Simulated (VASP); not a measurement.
The system is GeMo (rocksalt type).

```
Mo Ge
1.0
     0.00000    2.60114    2.60114
     2.60114    0.00000    2.60114
     2.60114    2.60114    0.00000
Mo Ge
1 1
Direct
  0.00000 0.00000 0.00000
  0.50000 0.50000 0.50000
```

```yaml
Program: VASP 6.6.1
Task: relaxation of cell and atoms
Functional: r2SCAN
Potentials_or_basis: VASP PAW PBE potentials, release 64 (Mo_sv, Ge_d)
Cutoff: 600 eV
k_mesh: 14 × 14 × 14
Occupations: fermi-dirac, width 0.08 eV
Spin: no spin polarisation
```

At the start: pressure -7.5 GPa; volume 17.60 Å³/atom.

Task: Where does the relaxation end?

Result: Over 4 steps the energy falls by 20.9 meV/atom and the volume is 16.75 Å³/atom (-4.9 %); space group Fm-3m (No. 225, to 0.05 Å).

The path:
| step | energy change (eV) | largest force (eV/Å) | pressure (GPa) | volume (Å³) |
| --- | --- | --- | --- | --- |
| 1 | 0.0000 | 0.0000 | -7.49 | 35.20 |
| 2 | 0.0546 | 0.0000 | 14.17 | 31.17 |
| 3 | -0.0417 | 0.0000 | -0.14 | 33.52 |
| 4 | -0.0417 | 0.0000 | 0.01 | 33.49 |

Final structure:
```
Mo Ge
1.0
     0.00000    2.55838    2.55838
     2.55838    0.00000    2.55838
     2.55838    2.55838    0.00000
Mo Ge
1 1
Cartesian
  2.5584 0.0000 2.5584
  2.5584 2.5584 2.5584
```

Caveat: the PAW data sets were made with another functional, which shifts forces and pressure a little.
